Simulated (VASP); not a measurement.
# TaN (R-3m) in VASP: notebook

TaN is run at these levels: r2SCAN; tasks: single point.

All numbers are computed with VASP 6.6.1; they aren't measurements. Logs are shortened: lines on timing, memory, paths and dates and some standing lists are left out, and cuts for length are marked.

## Step 1: The cell of the first run

The structure is trigonal, space group R-3m (No. 166). The conventional cell has a = 2.772 Å, b = 2.772 Å, c = 9.575 Å, α = 90.00°, β = 90.00°, γ = 120.00°. Within 3.0 Å of Ta (site symmetry -3m) lie 6 N at 2.26 Å and 6 Ta at 2.77 Å. N (site symmetry -3m) has 6 Ta at 2.26 Å and 6 N at 2.77 Å within 3.0 Å.

## Step 2: Single point, r2SCAN

Input file POSCAR:

```
TaN
1.0
    0.5358376168      2.4962191417      2.4962191417
    2.4962191417      0.5358376168      2.4962191417
    2.4962191417      2.4962191417      0.5358376168
Ta N
1 1
Direct
    0.5000000000      0.5000000000      0.5000000000
    0.0000000000      0.0000000000      0.0000000000
```

Input file INCAR.step1:

```
SYSTEM = TaN
  PREC = Accurate
  ENCUT = 520
  ISMEAR = 0
  SIGMA = 0.15
  LREAL = .False.
  LASPH = .True.
  NELM = 80
  NBANDS = 15
  GGA = PE
  ALGO = Normal
  EDIFF = 1E-4
  LWAVE = .True.
  LCHARG = .False.
```

Input file INCAR.step2:

```
SYSTEM = TaN
  PREC = Accurate
  ENCUT = 520
  EDIFF = 1E-6
  ISMEAR = 0
  SIGMA = 0.15
  LREAL = .False.
  LASPH = .True.
  NELM = 80
  ALGO = Normal
  ISIF = 2
  LWAVE = .False.
  LCHARG = .False.
  METAGGA = R2SCAN
  LMIXTAU = .True.
  NBANDS = 15
  ISTART = 1
```

Input file KPOINTS:

```
regular mesh
0
Gamma
  26 26 26
  0 0 0
```

Potentials or basis: VASP PAW PBE potentials, release 64 (Ta_pv, N).

On the command line:

```console
cat potpaw_PBE.64/Ta_pv/POTCAR potpaw_PBE.64/N/POTCAR > POTCAR
cp INCAR.step1 INCAR
mpirun -np 1 vasp_std > vasp.out
cp INCAR.step2 INCAR
mpirun -np 1 vasp_std > vasp.out
```

OUTCAR:

```text
SYSTEM = TaN
   PREC = Accurate
   ENCUT = 520
   EDIFF = 1E-6
   ISMEAR = 0
   LREAL = .False.
   LASPH = .True.
   NELM = 80
   ISIF = 2
   METAGGA = R2SCAN
   ISTART = 1

 ion  position               nearest neighbor table
   1  0.500  0.500  0.500-   2 2.26   2 2.26   2 2.26   2 2.26   2 2.26   2 2.26
   2  0.000  0.000  0.000-   1 2.26   1 2.26   1 2.26   1 2.26   1 2.26   1 2.26

  LATTYP: Found a trigonal (rhomboedric) cell.
 ALAT       =     3.5706220688
 COS(alpha) =     0.6985651702

  Lattice vectors:

 A1 = (   0.5358376168,   2.4962191417,   2.4962191417)
 A2 = (   2.4962191417,   0.5358376168,   2.4962191417)
 A3 = (   2.4962191417,   2.4962191417,   0.5358376168)

Analysis of symmetry for initial positions (statically):
=====================================================================
 Subroutine PRICEL returns:
 Original cell was already a primitive cell.

 Routine SETGRP: Setting up the symmetry group for a
 trigonal (rhombohedral) supercell.

 Subroutine GETGRP returns: Found 12 space group operations
 (whereof 12 operations were pure point group operations)
 out of a pool of 12 trial point group operations.

The static configuration has the point symmetry D_3d.

Analysis of symmetry for dynamics (positions and initial velocities):
=====================================================================
 Subroutine PRICEL returns:
 Original cell was already a primitive cell.

 Routine SETGRP: Setting up the symmetry group for a
 trigonal (rhombohedral) supercell.

 Subroutine GETGRP returns: Found 12 space group operations
 (whereof 12 operations were pure point group operations)
 out of a pool of 12 trial point group operations.

The dynamic configuration has the point symmetry D_3d.

 Subroutine INISYM returns: Found 12 space group operations
 (whereof 12 operations are pure point group operations),
 and found     1 'primitive' translations

----------------------------------------------------------------------------------------

                                     Primitive cell

  volume of cell :      21.2457

  direct lattice vectors                    reciprocal lattice vectors
     0.535837617  2.496219142  2.496219142    -0.279773784  0.230331003  0.230331003
     2.496219142  0.535837617  2.496219142     0.230331003 -0.279773784  0.230331003
     2.496219142  2.496219142  0.535837617     0.230331003  0.230331003 -0.279773784

  length of vectors
     3.570622069  3.570622069  3.570622069     0.429392725  0.429392725  0.429392725

  position of ions in fractional coordinates (direct lattice)
     0.500000000  0.500000000  0.500000000
     0.000000000  0.000000000  0.000000000

  ion indices of the primitive-cell ions
   primitive index   ion index
                 1           1
                 2           2

----------------------------------------------------------------------------------------

 KPOINTS: regular mesh

Automatic generation of k-mesh.
 Grid dimensions read from file:
 generate k-points for:   26   26   26

 Generating k-lattice:

  Cartesian coordinates                     Fractional coordinates (reciprocal lattice)
    -0.010760530  0.008858885  0.008858885     0.038461538  0.000000000  0.000000000
     0.008858885 -0.010760530  0.008858885     0.000000000  0.038461538  0.000000000
     0.008858885  0.008858885 -0.010760530     0.000000000  0.000000000  0.038461538

  Length of vectors
     0.016515105  0.016515105  0.016515105

  Shift w.r.t. Gamma in fractional coordinates (k-lattice)
     0.000000000  0.000000000  0.000000000

 Subroutine IBZKPT returns following result:
 ===========================================

 Found   1652 irreducible k-points:

 Following reciprocal coordinates:
            Coordinates               Weight
  0.000000  0.000000  0.000000      1.000000
  0.038462 -0.000000  0.000000      6.000000
  0.076923 -0.000000  0.000000      6.000000
  0.115385 -0.000000 -0.000000      6.000000
  0.153846  0.000000  0.000000      6.000000
  0.192308  0.000000  0.000000      6.000000
[... 16 lines left out ...]
  0.346154  0.038462  0.000000     12.000000
  0.384615  0.038462  0.000000     12.000000
 [... further k-points ...]
   k-points           NKPTS =   1652   k-points in BZ     NKDIM =   1652   number of bands    NBANDS=     15
   number of dos      NEDOS =    301   number of ions     NIONS =      2
   total plane-waves  NPLWV =  21952
   dimension x,y,z NGX =    28 NGY =   28 NGZ =   28
   dimension x,y,z NGXF=    56 NGYF=   56 NGZF=   56
   ions per type =               1   1
   NGX,Y,Z   is equivalent  to a cutoff of  13.04, 13.04, 13.04 a.u.
   NGXF,Y,Z  is equivalent  to a cutoff of  26.07, 26.07, 26.07 a.u.
 SYSTEM =  TaN
   PREC   = accura    normal or accurate (medium, high low for compatibility)
   ISTART =      1    job   : 0-new  1-cont  2-samecut
   ICHARG =      0    charge: 1-file 2-atom 10-const
   ISPIN  =      1    spin polarized calculation?
   LNONCOLLINEAR =      F non collinear calculations
   LSORBIT =      F    spin-orbit coupling
   LASPH  =      T    aspherical Exc in radial PAW
   ENCUT  =  520.0 eV  38.22 Ry    6.18 a.u.   6.64  6.64  6.64*2*pi/ulx,y,z
   NELM   =     80;   NELMIN=  2; NELMDL=  0     # of ELM steps
   EDIFF  = 0.1E-05   stopping-criterion for ELM
   LREAL  =      F    real-space projection
   EDIFFG = 0.1E-04   stopping-criterion for IOM
   NSW    =      0    number of steps for IOM
   IBRION =     -1    ionic relax: 0-MD 1-quasi-New 2-CG
   NFREE  =      0    steps in history (QN), initial steepest desc. (CG)
   ISIF   =      2    stress and relaxation
   ISYM   =      2    0-nonsym 1-usesym 2-fastsym
   POTIM  = 0.5000    time-step for ionic-motion
   TEBEG  =    0.0;   TEEND  =   0.0 temperature during run
   PSTRESS=    0.0 pullay stress
   NELECT =      16.0000    total number of electrons
   NUPDOWN=      -1.0000    fix difference up-down
   EMIN   =  10.00;   EMAX   =-10.00  energy-range for DOS
   EFERMI =   0.00;   METHOD = LEGACY
   ISMEAR =     0;   SIGMA  =   0.15  broadening in eV -4-tet -1-fermi 0-gaus
   EFERMI_NEDOS =   21; number of points for ismear=-14 and -15
   IALGO  =     38    algorithm
   IMIX   =      4    mixing-type and parameters
     AMIX     =   0.40;   BMIX     =  1.00
     AMIX_MAG =   1.60;   BMIX_MAG =  1.00
  volume/ion in A,a.u.               =      10.62        71.69
  Fermi-wavevector in a.u.,A,eV,Ry     =   1.489445  2.814643 30.183803  2.218447
  Thomas-Fermi vector in A             =   2.602353
   LORBIT       =      0    0 simple, 1 ext, 2 COOP (PROOUT), +10 PAW based schemes
   METAGGA = R2SCAN    functional components
   LHFCALC =     F    Hartree Fock is set to
   AEXX    =    0.0000 exact exchange contribution
   IVDW    =     0    specifies the selected vdW correction
   LEPSILON=     F    determine dielectric tensor
   LRPA    =     F    only Hartree local field effects (RPA)
 non-spin polarized calculation
 Gauss-broadening in eV      SIGMA  =   0.15
  energy-cutoff  :      520.00
  volume of cell :       21.25
 maximum number of plane-waves:       588
   NGX = 13   NGY = 13   NGZ = 13

 number of electron      16.0000000 magnetization

 Free energy of the ion-electron system (eV)
  ---------------------------------------------------
  ext. energy  EPLUGINS =         0.00000000
  ---------------------------------------------------
  free energy    TOTEN  =       -58.86810810 eV

  energy without entropy =      -58.85580153  energy(sigma->0) =      -58.86195482

 E-fermi :   7.9341     XC(G=0): -14.4567

 val. band max:        7.9334413307   @ k =   0.5000   0.3462   0.3462
 cond. band min:       7.9361370118   @ k =   0.2308   0.1538   0.0769
 fundamental gap:      0.0026956811
 Fermi energy:         7.9340632192

 k-point     1 :       0.0000    0.0000    0.0000
  band No.  band energies     occupation
      1     -28.1973      2.00000
      2     -27.4761      2.00000
      3     -27.4761      2.00000
      4     -10.0977      2.00000
      5       3.2251      2.00000
      6       4.3686      2.00000
      7       7.2458      2.00000
      8       7.2458      2.00000
      9       7.7609      1.89752
     10       7.7609      1.89752
     11      11.3705      0.00000
     12      11.3705      0.00000
     13      13.6017      0.00000
     14      18.8818      0.00000
     15      20.3715      0.00000

 k-point     2 :       0.0385   -0.0000    0.0000
  band No.  band energies     occupation
      1     -28.1945      2.00000
      2     -27.5034      2.00000
      3     -27.4815      2.00000
      4     -10.0578      2.00000
      5       3.2631      2.00000
      6       4.3012      2.00000
      7       7.0242      2.00000
      8       7.1415      2.00000
      9       7.7915      1.82108
     10       7.8308      1.66972
     11      11.4745      0.00000
     12      11.4875      0.00000
     13      13.7275      0.00000
     14      18.8818      0.00000
     15      20.5452      0.00000

 k-point     3 :       0.0769   -0.0000    0.0000
  band No.  band energies     occupation
      1     -28.1860      2.00000
      2     -27.5832      2.00000
      3     -27.4975      2.00000
      4      -9.9397      2.00000
      5       3.3096      2.00000
      6       4.1907      2.00000
      7       6.4766      2.00000
      8       6.8685      2.00000
      9       7.8140      1.74240
     10       8.0331      0.35069
     11      11.7609      0.00000
     12      11.8043      0.00000
     13      14.0748      0.00000
     14      18.8819      0.00000
     15      21.0381      0.00000
[... 343 lines left out ...]
 k-point    23 :       0.3462    0.0385    0.0000
  band No.  band energies     occupation
      1     -28.7445      2.00000
      2     -28.0486      2.00000
      3     -27.7572      2.00000
      4      -7.8247      2.00000
      5       0.7657      2.00000
      6       1.2368      2.00000
      7       4.3338      2.00000
      8       6.5093      2.00000
      9       9.3311      0.00000
     10      12.1891      0.00000
     11      14.9302      0.00000
     12      15.5894      0.00000
     13      16.9380      0.00000
     14      18.8813      0.00000
     15      21.6896      0.00000

 k-point    24 :       0.3846    0.0385    0.0000
  band No.  band energies     occupation
      1     -28.8980      2.00000
      2     -28.0272      2.00000
      3     -27.7938      2.00000
      4      -7.4589      2.00000
      5       0.3682      2.00000
      6       0.7017      2.00000
      7       4.1135      2.00000
      8       6.5104      2.00000
      9      10.3255      0.00000
     10      13.0209      0.00000
     11      15.3824      0.00000
     12      15.9890      0.00000
     13      16.8452      0.00000
     14      18.8802      0.00000
     15      21.1654      0.00000

 [... further k-points ...]

------------------------ aborting loop because EDIFF is reached ----------------------------------------

  FORCE on cell =-STRESS in cart. coord.  units (eV):
  Direction    XX          YY          ZZ          XY          YZ          ZX
  --------------------------------------------------------------------------------------
  -------------------------------------------------------------------------------------
  Total        0.7726589      0.7726589      0.7726589     -3.6233193     -3.6233193     -3.6233193
  in kB       58.2676440     58.2676440     58.2676440   -273.2412599   -273.2412599   -273.2412599
  external PRESSURE =      58.2676440 kB  Pullay stress =       0.0000000 kB

 VOLUME and BASIS-vectors are now :
 -----------------------------------------------------------------------------
  energy-cutoff  :      520.00
  volume of cell :       21.25
      direct lattice vectors                 reciprocal lattice vectors
     0.535837617  2.496219142  2.496219142    -0.279773784  0.230331003  0.230331003
     2.496219142  0.535837617  2.496219142     0.230331003 -0.279773784  0.230331003
     2.496219142  2.496219142  0.535837617     0.230331003  0.230331003 -0.279773784

 POSITION                                       TOTAL-FORCE (eV/Angst)
 -----------------------------------------------------------------------------------
      2.76414      2.76414      2.76414         0.000000     -0.000000      0.000000
      0.00000      0.00000      0.00000        -0.000000      0.000000     -0.000000
 -----------------------------------------------------------------------------------
    total drift:                                0.000000      0.000000      0.000000

  FREE ENERGIE OF THE ION-ELECTRON SYSTEM (eV)
  ---------------------------------------------------
  free  energy   TOTEN  =       -58.8681081039 eV

  energy  without entropy=      -58.8558015339  energy(sigma->0) =      -58.86195482
```

Wall time 21 min (1 thread of Intel Xeon Platinum 8559C (Emerald Rapids), shared host); peak memory 0.63 GiB.

What came out:

| Property | Result |
| --- | --- |
| Free energy | -58.8681 eV |
| Pressure | 5.8 GPa |
| Band gap on the k mesh | zero (bands 8 and 9 overlap by 1.23 eV) |

Caveat: the cell stands under pressure; the PAW data sets were made with another functional, which shifts forces and pressure a little; spin-orbit coupling is left out, which moves the levels of the heavy elements.

[end of part 1 of 2]
